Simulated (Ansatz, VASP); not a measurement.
## MgB: VASP beside Ansatz

POSCAR

```
MgB
1.0
    2.8951500000      0.0000000000      0.0000000000
    0.0000000000      2.8951500000      0.0000000000
    0.0000000000      0.0000000000      2.8951500000
Mg B
1 1
Direct
    0.0000000000      0.0000000000      0.0000000000
    0.5000000000      0.5000000000      0.5000000000
```

File INCAR.step1:

```
SYSTEM = MgB
PREC     = Accurate       ! precision mode
ENCUT    = 520            ! plane-wave cutoff, eV
ISMEAR   = -1             ! smearing method
SIGMA    = 0.05           ! smearing width, eV
LREAL    = .FALSE.        ! projectors in reciprocal space
LASPH    = .TRUE.         ! aspherical terms in the spheres
NELM     = 60             ! most SCF steps
NBANDS   = 10             ! bands
GGA      = PE             ! functional
ALGO     = Normal         ! electronic algorithm
EDIFF    = 1E-4           ! SCF threshold, eV
LWAVE    = .TRUE.         ! write WAVECAR
LCHARG   = .FALSE.        ! write CHGCAR
```

The input INCAR.step2:

```
SYSTEM = MgB
PREC     = Accurate       ! precision mode
ENCUT    = 520            ! plane-wave cutoff, eV
EDIFF    = 1E-6           ! SCF threshold, eV
ISMEAR   = -1             ! smearing method
SIGMA    = 0.05           ! smearing width, eV
LREAL    = .FALSE.        ! projectors in reciprocal space
LASPH    = .TRUE.         ! aspherical terms in the spheres
NELM     = 60             ! most SCF steps
ALGO     = Normal         ! electronic algorithm
ISIF     = 2              ! what is computed and relaxed
LWAVE    = .FALSE.        ! write WAVECAR
LCHARG   = .FALSE.        ! write CHGCAR
METAGGA  = R2SCAN         ! meta-GGA
LMIXTAU  = .TRUE.       
NBANDS   = 10             ! bands
ISTART   = 1
```

The input KPOINTS:

```
regular mesh
0
G
  9 9 9
  0 0 0
```

File input.yaml:

```yaml
crystal:
  lattice:
    - [2.89515, 0.0, 0.0]
    - [0.0, 2.89515, 0.0]
    - [0.0, 0.0, 2.89515]
  atoms:
    - { symbol: Mg, position: [0.0, 0.0, 0.0] }
    - { symbol: B, position: [0.5, 0.5, 0.5] }
hamiltonian:
  xc: r2scan
  pseudopotentials: { kind: paw }
kpoints:
  mp_grid: { grid: [9, 9, 9] }
  band_path:
    path:
      - [[0.0, 0.0, 0.0], [0.0, 0.5, 0.0], [0.5, 0.5, 0.0], [0.0, 0.0, 0.0], [0.5, 0.5, 0.5], [0.0, 0.5, 0.0]]
      - [[0.5, 0.5, 0.0], [0.5, 0.5, 0.5]]
    npoints: 14
scf:
  occupations: { method: fermi_dirac, width: 0.05 }
  n_extra_bands: 6
output:
  forces: true
  stress: true
  eigenvalues: true
  fatbands: false
  write_density: true
  write_potential: true
  elf: true
  volumetric_format: npy
```

Alike in both runs: functional r2SCAN; k mesh 9 × 9 × 9; occupations fermi-dirac, width 0.05 eV; no spin polarisation.

```csv
,VASP,Ansatz
version,VASP 6.6.1,Ansatz 0.2.0
potentials or method,"VASP PAW PBE potentials, release 64 (Mg, B)",Ansatz PAW
plane-wave cutoff (eV),520,500
valence electrons in the cell,5,13
task,single point,band structure
```

```csv
,VASP,Ansatz,Ansatz less VASP
gap on the k mesh at the Fermi level (eV),none,none,-
pressure (GPa),-1.3,-0.8,+0.46
```

VASP's potentials were made for PBE, not for r2SCAN. A gap of «none» marks a metal or a gap that the smearing closes. VASP's potentials hold 5 valence electrons a cell and Ansatz's 13, so a difference there can come from the potentials and not from the codes.
